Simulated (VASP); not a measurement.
Input of a VASP 6.6.1 run:

File INCAR:

```
SYSTEM = AlAs
ALGO = Normal
DIPOL = 0.5 0.5 0.499
EDIFF = 1E-6
ENCUT = 520
GGA = PE
IDIPOL = 3
ISIF = 2
ISMEAR = 0
LASPH = .True.
LCHARG = .False.
LDIPOL = .True.
LREAL = Auto
LWAVE = .False.
NBANDS = 46
NELM = 80
PREC = Accurate
SIGMA = 0.05
```

File KPOINTS:

```
k-points
0
Gamma
  4 5 1
  0 0 0
```

POSCAR

```
AlAs
1.0
    8.1000684680      0.0000000000      0.0000000000
    0.0000000000      5.7276133418      0.0000000000
    0.0000000000      0.0000000000     23.0750513510
Al As
8 8
Direct
    0.2500000000      0.5000000000      0.3683632106
    0.7500000000      0.5000000000      0.3683632106
    0.5000000000      0.0000000000      0.4561210702
    0.0000000000      0.0000000000      0.4561210702
    0.7500000000      0.5021829187      0.5480621446
    0.2500000000      0.5021829187      0.5480621446
    0.0000000000     -0.0726078851      0.6110680782
    0.5000000000     -0.0726078851      0.6110680782
    0.5000000000      0.2500000000      0.3683632106
    0.0000000000      0.2500000000      0.3683632106
    0.7500000000      0.7500000000      0.4561210702
    0.2500000000      0.7500000000      0.4561210702
    0.0000000000      0.2544453545      0.5443516802
    0.5000000000      0.2544453545      0.5443516802
    0.2500000000      0.7205893369      0.6407243154
    0.7500000000      0.7205893369      0.6407243154
```

Potentials or basis: VASP PAW PBE potentials, release 64 (Al, As).

The run is started by

```console
$ cat potpaw_PBE.64/Al/POTCAR potpaw_PBE.64/As/POTCAR > POTCAR
$ mpirun -np 1 vasp_std > vasp.out
```

Problem. What does it give for the band gap on the k mesh?

Solution. 0.94 eV.

Problem. Predict the largest force.

Solution. 1.767 eV/Å.

Forces on the atoms (eV/Å):
```
Al   0.000 -1.106  1.378
Al   0.000 -1.106  1.378
Al   0.000  0.416  0.063
Al   0.000  0.416  0.063
Al   0.000 -0.001 -0.003
Al   0.000 -0.001 -0.003
Al   0.000 -0.005  0.008
Al   0.000 -0.005  0.008
As   0.000  0.376 -1.217
As   0.000  0.376 -1.217
As   0.000  0.330 -0.234
As   0.000  0.330 -0.234
As   0.000 -0.009 -0.015
As   0.000 -0.009 -0.015
As   0.000 -0.001  0.019
As   0.000 -0.001  0.019
```
